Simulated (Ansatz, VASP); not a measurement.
**Pt4C: VASP beside Ansatz**

The input INCAR:

```
ALGO     = Normal         # electronic algorithm
DIPOL    = 0.5 0.5 0.311
EDIFF    = 1E-6           # SCF threshold, eV
ENCUT    = 520            # plane-wave cutoff, eV
GGA      = PS             # functional
GGA_COMPAT= F            
IDIPOL   = 3            
ISIF     = 2              # what is computed and relaxed
ISMEAR   = 0              # smearing method
ISPIN    = 2              # spin polarisation
LASPH    = T              # aspherical terms in the spheres
LCHARG   = F              # write CHGCAR
LDIPOL   = T            
LMAXMIX  = 4              # l up to which the mixer works
LORBIT   = 11             # projections on sites
LREAL    = F              # projectors in reciprocal space
LWAVE    = F              # write WAVECAR
MAGMOM   = 0 0 0 0 2      # initial moments
NBANDS   = 34             # bands
NELM     = 200            # most SCF steps
NELMDL   = -8           
PREC     = Accurate       # precision mode
SIGMA    = 0.1            # smearing width, eV
```

The input KPOINTS:

```
k-points
0
Gamma
  10 7 1
```

File POSCAR:

```
Pt4C
1.0
    2.7704032196      0.0000000000      0.0000000000
    0.0000000000      3.9179418064      0.0000000000
    0.0000000000      0.0000000000     21.0969749094
Pt C
4 1
Direct
    0.5000000000      0.5000000000      0.1896006426
    0.0000000000      0.0000000000      0.2552594214
    0.5000000000      0.5000000000      0.3256256435
    0.0000000000      0.0000000000      0.3837979115
    0.0000000000      0.5000000000      0.4013359710
```

Input for Ansatz:

```yaml
crystal:
  lattice:
    - [2.7704032196, 0.0, 0.0]
    - [0.0, 3.9179418064, 0.0]
    - [0.0, 0.0, 21.0969749094]
  atoms:
    - { symbol: Pt, position: [0.5, 0.5, 0.1896006426] }
    - { symbol: Pt, position: [0.0, 0.0, 0.2552594214] }
    - { symbol: Pt, position: [0.5, 0.5, 0.3256256435] }
    - { symbol: Pt, position: [0.0, 0.0, 0.3837979115] }
    - { symbol: C, position: [0.0, 0.5, 0.401335971], spin: 2.0 }
basis:
  ecutwfc: 420
kpoints:
  mp_grid: { grid: [10, 7, 1] }
hamiltonian:
  xc: pbesol
  pseudopotentials: { kind: paw, azcp: { folder: soft_1 } }
scf:
  occupations: { method: gaussian, width: 0.1 }
output:
  forces: true
  eigenvalues: true
  populations: true
magnetization:
  spin_polarized: true
efield:
  axis: 3
  dipole_correction: true
  ramp_width: 0.04
```

Alike in both runs: task single point; functional PBEsol; k mesh 10 × 7 × 1; occupations gaussian, width 0.1 eV; collinear spin.

|  | VASP | Ansatz |
| --- | --- | --- |
| version | VASP 6.6.1 | Ansatz 0.2.0 |
| potentials or method | VASP PAW PBE potentials, release 64 (Pt, C), cutoff 520 eV | scalar-relativistic, plane waves, PAW |
| valence electrons in the cell | 44 | 76 |

```tsv
	VASP	Ansatz	Ansatz less VASP
gap on the k mesh at the Fermi level (eV)	none	none	-
rms of the force components (eV/Å)	0.872	0.877	+0.0049
net moment per atom (μB)	0.00	0.00	0.000
```

VASP's potentials were made for PBE, not for PBEsol, and Ansatz warns of the same on its side. Atom by atom the forces differ by 0.026 eV/Å (rms over components). A gap of «none» marks a metal or a gap that the smearing closes. With one functional, cell and mesh, what is left measures potentials, basis and numerics. VASP's potentials hold 44 valence electrons a cell and Ansatz's 76, so a difference there can come from the potentials and not from the codes. Ansatz's warnings: seeded moment not kept.

Spin-orbit coupling is off throughout.
